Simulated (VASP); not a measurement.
# Ga in VASP: further runs, part 2 of 2

VASP 6.6.1.

**4. Electric field gradients, PBEsol (zz strain of -3 %)**

Input file INCAR:

```
SYSTEM = Ga
ALGO = Normal
EDIFF = 1E-8
ENCUT = 520
GGA = PS
ISIF = 2
ISMEAR = -1
LASPH = .True.
LCHARG = .False.
LEFG = .True.
LREAL = .False.
LWAVE = .False.
NBANDS = 34
NELM = 80
PREC = Accurate
SIGMA = 0.05
```

Input file KPOINTS:

```
k-points
0
Gamma
  9 9 8
  0 0 0
```

Input file POSCAR:

```
Ga
1.0
    2.2553500000     -3.8224000000      0.0000000000
    2.2553500000      3.8224000000      0.0000000000
    0.0000000000      0.0000000000      4.3811990000
Ga
4
Direct
    0.1525000000      0.8475000000      0.0785000000
    0.6525000000      0.3475000000      0.4215000000
    0.8475000000      0.1525000000      0.9215000000
    0.3475000000      0.6525000000      0.5785000000
```

Potentials or basis: VASP PAW PBE potentials, release 64 (Ga_d).

On the command line:

```sh
$ cat potpaw_PBE.64/Ga_d/POTCAR > POTCAR
$ mpirun -np 1 vasp_std > vasp.out
```

OUTCAR:

```text
SYSTEM = Ga
   EDIFF = 1E-8
   ENCUT = 520
   GGA = PS
   ISIF = 2
   ISMEAR = -1
   LASPH = .True.
   LREAL = .False.
   NELM = 80
   PREC = Accurate

 ion  position               nearest neighbor table
   1  0.153  0.847  0.078-   3 2.43   4 2.65   4 2.65   2 2.71   2 2.71   3 2.79   3 2.79
   2  0.653  0.347  0.422-   4 2.43   3 2.65   3 2.65   1 2.71   1 2.71   4 2.79   4 2.79
   3  0.847  0.153  0.922-   1 2.43   2 2.65   2 2.65   4 2.71   4 2.71   1 2.79   1 2.79
   4  0.347  0.653  0.578-   2 2.43   1 2.65   1 2.65   3 2.71   3 2.71   2 2.79   2 2.79

  LATTYP: Found a base centered orthorhombic cell.
 ALAT       =     4.5107000000
 B/A-ratio  =     1.6948145521
 C/A-ratio  =     0.9712902654

  Lattice vectors:

 A1 = (   2.2553500000,  -3.8224000000,   0.0000000000)
 A2 = (   2.2553500000,   3.8224000000,   0.0000000000)
 A3 = (   0.0000000000,   0.0000000000,   4.3811990000)

Analysis of symmetry for initial positions (statically):
=====================================================================
 Subroutine PRICEL returns:
 Original cell was already a primitive cell.

 Routine SETGRP: Setting up the symmetry group for a
[... 1094 lines left out ...]
      2.25535     -2.65657      4.03727         0.000000      0.342490     -0.090682
      2.25535      1.16583      2.53452         0.000000      0.342490      0.090682
 -----------------------------------------------------------------------------------
    total drift:                                0.000000      0.000000     -0.000000

  FREE ENERGIE OF THE ION-ELECTRON SYSTEM (eV)
  ---------------------------------------------------
  free  energy   TOTEN  =       -13.3791814462 eV

  energy  without entropy=      -13.3714537594  energy(sigma->0) =      -13.37531760

 Electric field gradients (V/A^2)
---------------------------------------------------------------------
 ion       V_xx      V_yy      V_zz      V_xy      V_xz      V_yz
---------------------------------------------------------------------
   1      34.166   -40.456     6.289     0.000     0.000    27.007
   2      34.166   -40.456     6.289    -0.000     0.000   -27.007
   3      34.166   -40.456     6.289     0.000     0.000    27.007
   4      34.166   -40.456     6.289    -0.000    -0.000   -27.007
---------------------------------------------------------------------

 Electric field gradients after diagonalization (V/A^2)
 (convention: |V_zz| > |V_xx| > |V_yy|)
----------------------------------------------------------------------
 ion       V_xx      V_yy      V_zz     asymmetry (V_yy - V_xx)/ V_zz
----------------------------------------------------------------------
   1      34.166    18.633   -52.799       0.294
   2      34.166    18.633   -52.799       0.294
   3      34.166    18.633   -52.799       0.294
   4      34.166    18.633   -52.799       0.294
----------------------------------------------------------------------

           NMR quadrupolar parameters

 Cq : quadrupolar parameter    Cq=e*Q*V_zz/h
 eta: asymmetry parameters     (V_yy - V_xx)/ V_zz
 Q  : nuclear electric quadrupole moment in mb (millibarn)
----------------------------------------------------------------------
 ion       Cq(MHz)       eta       Q (mb)
----------------------------------------------------------------------
   1      -0.128       0.294       1.000
   2      -0.128       0.294       1.000
   3      -0.128       0.294       1.000
   4      -0.128       0.294       1.000
----------------------------------------------------------------------
```

OSZICAR:

```text
N       E                     dE             d eps       ncg     rms          rms(c)
DAV:   1     0.353718595809E+03    0.35372E+03   -0.25346E+04  8806   0.291E+03
DAV:   2     0.298822918739E+02   -0.32384E+03   -0.31547E+03  8780   0.530E+02
DAV:   3    -0.122367666767E+02   -0.42119E+02   -0.41637E+02  9568   0.151E+02
DAV:   4    -0.135614957092E+02   -0.13247E+01   -0.13142E+01  9896   0.299E+01
DAV:   5    -0.135897092787E+02   -0.28214E-01   -0.28198E-01 10740   0.449E+00    0.281E+00
DAV:   6    -0.134199255462E+02    0.16978E+00   -0.33678E-01 10890   0.810E+00    0.145E+00
DAV:   7    -0.133825538093E+02    0.37372E-01   -0.80111E-02 12544   0.303E+00    0.362E-01
DAV:   8    -0.133790733207E+02    0.34805E-02   -0.16914E-02  9128   0.140E+00    0.470E-02
DAV:   9    -0.133791827532E+02   -0.10943E-03   -0.12216E-03  9636   0.376E-01    0.266E-02
DAV:  10    -0.133791819461E+02    0.80712E-06   -0.25395E-04 10006   0.190E-01    0.526E-03
DAV:  11    -0.133791823588E+02   -0.41271E-06   -0.45591E-05 10036   0.839E-02    0.573E-03
DAV:  12    -0.133791813495E+02    0.10094E-05   -0.97326E-06  9804   0.372E-02    0.522E-04
DAV:  13    -0.133791814976E+02   -0.14817E-06   -0.12064E-06 11492   0.753E-03    0.314E-04
DAV:  14    -0.133791814753E+02    0.22363E-07   -0.33034E-08  8294   0.129E-03    0.178E-04
DAV:  15    -0.133791814505E+02    0.24789E-07   -0.82701E-09  4970   0.113E-03    0.380E-05
DAV:  16    -0.133791814462E+02    0.42492E-08   -0.10210E-09  4886   0.256E-04
   1 F= -.13379181E+02 E0= -.13375318E+02  d E =-.772769E-02
```

stdout:

```text
POSCAR found type information on POSCAR Ga
 POSCAR found :  1 types and       4 ions
 scaLAPACK will be used
 -----------------------------------------------------------------------------
|                                                                             |
|                                                                             |
|     You enforced a specific xc type in the INCAR file but a different       |
|     I HOPE YOU KNOW WHAT YOU ARE DOING!                                     |
|                                                                             |
 -----------------------------------------------------------------------------

 LDA part: xc-table for (Slater+PW92), standard interpolation
 POSCAR, INCAR and KPOINTS ok, starting setup
 FFT: planning ... GRIDC
 FFT: planning ... GRID_SOFT
 FFT: planning ... GRID
 WAVECAR not read
 entering main loop
ion   1

ion   2

ion   3

ion   4
```

It took 4 min on 1 thread of Intel Xeon Platinum 8259CL at 2.50GHz (Skylake/Cascade Lake), shared host; peak memory 0.35 GiB.

What came out:

| Item | Value |
| --- | --- |
| Free energy | -13.3792 eV |
| Pressure | 0.7 GPa |
| Largest force | 0.354 eV/Å |
| Band gap on the k mesh | zero (bands 26 and 27 overlap by 1.35 eV) |
| Largest electric field gradient by atom | Ga -52.8 V/Å² |

Forces on the atoms (eV/Å):
```
Ga   0.000 -0.342  0.091
Ga   0.000 -0.342 -0.091
Ga   0.000  0.342 -0.091
Ga   0.000  0.342  0.091
```

Stress tensor (GPa, compression positive):
```
0.09 0.00 0.00
0.00 0.89 0.00
0.00 0.00 1.02
```

Levels at points of the mesh, in eV from the Fermi level:
| k point | band 22 | band 23 | band 24 | band 25 | band 26 | band 27 | band 28 | band 29 | band 30 | band 31 |
| --- | --- | --- | --- | --- | --- | --- | --- | --- | --- | --- |
| (0.00, 0.00, 0.00) | -4.02 | -3.48 | -1.84 | -1.74 | -1.00 | 0.84 | 0.87 | 0.91 | 5.37 | 5.81 |
| (0.00, 0.00, 0.50) | -9.25 | -0.15 | -0.15 | -0.07 | -0.07 | 0.09 | 0.09 | 2.18 | 2.18 | 3.74 |

Electric field gradients, principal values (V/Å²):
| atom | least | middle | greatest (by size) |
| --- | --- | --- | --- |
| 1 Ga | 18.633 | 34.166 | -52.799 |
| 2 Ga | 18.633 | 34.166 | -52.799 |
| 3 Ga | 18.633 | 34.166 | -52.799 |
| 4 Ga | 18.633 | 34.166 | -52.799 |

Caveat: the cell differs from its parent crystal (zz strain of -3 %); without QUAD_EFG the Cq values of the log hold for a quadrupole moment of 1 mb, not for the nuclei; the PAW data sets were made with another functional, which shifts forces and pressure a little.

**5. Electric field gradients, PBEsol (equal xy, yz and zx shear strains of -2 %)**

Input file INCAR:

```
SYSTEM = Ga
PREC     = Accurate       ! precision mode
ENCUT    = 520            ! plane-wave cutoff, eV
EDIFF    = 1E-8           ! SCF threshold, eV
ISMEAR   = -1             ! smearing method
SIGMA    = 0.05           ! smearing width, eV
LREAL    = .False.        ! projectors in reciprocal space
LASPH    = .True.         ! aspherical terms in the spheres
NELM     = 60             ! most SCF steps
ALGO     = Normal         ! electronic algorithm
ISIF     = 2              ! what is computed and relaxed
LWAVE    = .False.        ! write WAVECAR
LCHARG   = .False.        ! write CHGCAR
GGA      = PS             ! functional
LEFG     = .True.       
NBANDS   = 34             ! bands
```

Input file KPOINTS:

```
Automatic mesh
0
Gamma
  9 9 8
  0 0 0
```

Input file POSCAR:

```
Ga
1.0
    2.2935740000     -3.8449535000      0.0156705000
    2.2171260000      3.7998465000     -0.0607775000
   -0.0451670000     -0.0451670000      4.5167000000
Ga
4
Direct
    0.1525000000      0.8475000000      0.0785000000
    0.6525000000      0.3475000000      0.4215000000
    0.8475000000      0.1525000000      0.9215000000
    0.3475000000      0.6525000000      0.5785000000
```

Potentials or basis: VASP PAW PBE potentials, release 64 (Ga_d).

On the command line:

```sh
$ cat potpaw_PBE.64/Ga_d/POTCAR > POTCAR
$ mpirun -np 1 vasp_std > vasp.out
```

OUTCAR:

```text
SYSTEM = Ga
   PREC = Accurate
   ENCUT = 520
   EDIFF = 1E-8
   ISMEAR = -1
   LREAL = .False.
   LASPH = .True.
   NELM = 60
   ISIF = 2
   GGA = PS

 ion  position               nearest neighbor table
   1  0.153  0.847  0.078-   3 2.45   4 2.68   2 2.71   4 2.73   3 2.75   2 2.76   3 2.82
   2  0.653  0.347  0.422-   4 2.42   3 2.68   1 2.71   3 2.73   1 2.76   4 2.79   4 2.82
   3  0.847  0.153  0.922-   1 2.45   2 2.68   4 2.71   2 2.73   1 2.75   4 2.76   1 2.82
   4  0.347  0.653  0.578-   2 2.42   1 2.68   3 2.71   1 2.73   3 2.76   2 2.79   2 2.82

  LATTYP: Found a triclinic cell.
 ALAT       =     4.3997926119
 B/A-ratio  =     1.7377101869
 C/A-ratio  =     1.4653350853
 COS(alpha) =     0.0000185179
 COS(beta)  =     0.3658723980
 COS(gamma) =     0.8586552996

  Lattice vectors:

 A1 = (  -2.2171260000,  -3.7998465000,   0.0607775000)
 A2 = (   0.0764480000,  -7.6448000000,   0.0764480000)
 A3 = (  -4.5558670000,  -0.0000600000,   4.5618070000)

[... 1096 lines left out ...]
      2.22524      2.63047      0.30544        -0.023389     -0.356398      0.139391
      2.24797     -1.20742      1.89289         0.012857     -0.472503     -0.090623
      2.24029     -2.72074      4.16615         0.023389      0.356398     -0.139391
      2.21756      1.11715      2.57870        -0.012857      0.472503      0.090623
 -----------------------------------------------------------------------------------
    total drift:                                0.000000      0.000000     -0.000000

  FREE ENERGIE OF THE ION-ELECTRON SYSTEM (eV)
  ---------------------------------------------------
  free  energy   TOTEN  =       -13.3607679281 eV

  energy  without entropy=      -13.3531732116  energy(sigma->0) =      -13.35697057

 Electric field gradients (V/A^2)
---------------------------------------------------------------------
 ion       V_xx      V_yy      V_zz      V_xy      V_xz      V_yz
---------------------------------------------------------------------
   1      27.069   -38.968    11.898    -2.797    -5.350    21.305
   2      30.418   -42.288    11.871    -1.279    -1.293   -30.709
   3      27.069   -38.968    11.898    -2.797    -5.350    21.305
   4      30.418   -42.288    11.871    -1.279    -1.293   -30.709
---------------------------------------------------------------------

 Electric field gradients after diagonalization (V/A^2)
 (convention: |V_zz| > |V_xx| > |V_yy|)
----------------------------------------------------------------------
 ion       V_xx      V_yy      V_zz     asymmetry (V_yy - V_xx)/ V_zz
----------------------------------------------------------------------
   1      30.404    16.316   -46.721       0.302
   2      30.540    25.646   -56.185       0.087
   3      30.404    16.316   -46.721       0.302
   4      30.540    25.646   -56.185       0.087
----------------------------------------------------------------------

           NMR quadrupolar parameters

 Cq : quadrupolar parameter    Cq=e*Q*V_zz/h
 eta: asymmetry parameters     (V_yy - V_xx)/ V_zz
 Q  : nuclear electric quadrupole moment in mb (millibarn)
----------------------------------------------------------------------
 ion       Cq(MHz)       eta       Q (mb)
----------------------------------------------------------------------
   1      -0.113       0.302       1.000
   2      -0.136       0.087       1.000
   3      -0.113       0.302       1.000
   4      -0.136       0.087       1.000
----------------------------------------------------------------------
```

OSZICAR:

```text
N       E                     dE             d eps       ncg     rms          rms(c)
DAV:   1     0.357895125318E+03    0.35790E+03   -0.25381E+04 22602   0.288E+03
DAV:   2     0.312014564558E+02   -0.32669E+03   -0.31854E+03 22700   0.535E+02
DAV:   3    -0.121531094384E+02   -0.43355E+02   -0.42835E+02 25064   0.152E+02
DAV:   4    -0.135317730766E+02   -0.13787E+01   -0.13720E+01 25706   0.304E+01
DAV:   5    -0.135602511070E+02   -0.28478E-01   -0.28467E-01 27928   0.453E+00    0.273E+00
DAV:   6    -0.133988649690E+02    0.16139E+00   -0.32499E-01 28302   0.781E+00    0.141E+00
DAV:   7    -0.133638800190E+02    0.34985E-01   -0.78894E-02 32252   0.295E+00    0.354E-01
DAV:   8    -0.133606518199E+02    0.32282E-02   -0.16741E-02 23730   0.148E+00    0.488E-02
DAV:   9    -0.133607446675E+02   -0.92848E-04   -0.13361E-03 25232   0.938E-01    0.262E-02
DAV:  10    -0.133607612925E+02   -0.16625E-04   -0.26489E-04 25594   0.458E-01    0.127E-02
DAV:  11    -0.133607680650E+02   -0.67726E-05   -0.11309E-04 31624   0.907E-02    0.563E-03
DAV:  12    -0.133607679462E+02    0.11882E-06   -0.52119E-06 31510   0.748E-02    0.128E-03
DAV:  13    -0.133607679874E+02   -0.41186E-07   -0.24798E-06 23372   0.213E-02    0.546E-04
DAV:  14    -0.133607679543E+02    0.33077E-07   -0.30584E-07 28708   0.133E-02    0.365E-04
DAV:  15    -0.133607679272E+02    0.27139E-07   -0.79282E-08 25042   0.377E-03    0.947E-05
DAV:  16    -0.133607679281E+02   -0.92587E-09   -0.10165E-08 12720   0.142E-03
   1 F= -.13360768E+02 E0= -.13356971E+02  d E =-.759472E-02
```

Run time: 12 min. Hardware: 1 thread of Oxide Virtual Turin-like, shared host; peak memory 0.62 GiB.

Results:

* Free energy: -13.3608 eV
* Pressure: -1.1 GPa
* Largest force: 0.481 eV/Å
* Band gap on the k mesh: zero (bands 26 and 27 overlap by 1.30 eV)
* Largest electric field gradient by atom: Ga -46.7, -56.2 (each value once) V/Å²

Forces on the atoms (eV/Å):
```
Ga  -0.023 -0.356  0.139
Ga   0.013 -0.473 -0.091
Ga   0.023  0.356 -0.139
Ga  -0.013  0.473  0.091
```

Electric field gradients, principal values (V/Å²):
| atom | least | middle | greatest (by size) |
| --- | --- | --- | --- |
| 1 Ga | 16.316 | 30.404 | -46.721 |
| 2 Ga | 25.646 | 30.540 | -56.185 |
| 3 Ga | 16.316 | 30.404 | -46.721 |
| 4 Ga | 25.646 | 30.540 | -56.185 |

Caveat: the cell differs from its parent crystal (equal xy, yz and zx shear strains of -2 %); without QUAD_EFG the Cq values of the log hold for a quadrupole moment of 1 mb, not for the nuclei; the PAW data sets were made with another functional, which shifts forces and pressure a little.

**6. The runs side by side**

```tsv
cell	gap on the mesh (eV)	pressure (GPa)	largest force (eV/Å)
a = 4.525, b = 4.525, c = 4.605 Å, angles 90.0, 90.0, 118.9°, 4 atoms	none	-3.9	0.40
a = 4.438, b = 4.438, c = 4.381 Å, angles 90.0, 90.0, 118.9°, 4 atoms	none	0.7	0.35
a = 4.477, b = 4.400, c = 4.517 Å, angles 91.6, 89.6, 118.9°, 4 atoms	none	-1.1	0.48
```

Alike in all rows: task electric field gradients; level PBEsol; potentials or basis VASP PAW PBE potentials, release 64 (Ga_d); no spin polarisation; k mesh 9 × 9 × 8; cutoff (eV) 520; smearing fermi-dirac 0.05 eV.

Caveats: the PAW data sets were made with another functional, which shifts forces and pressure a little; the cell stands under tension (at least some runs).

Absolute energies hang on the potentials; compare differences alone.
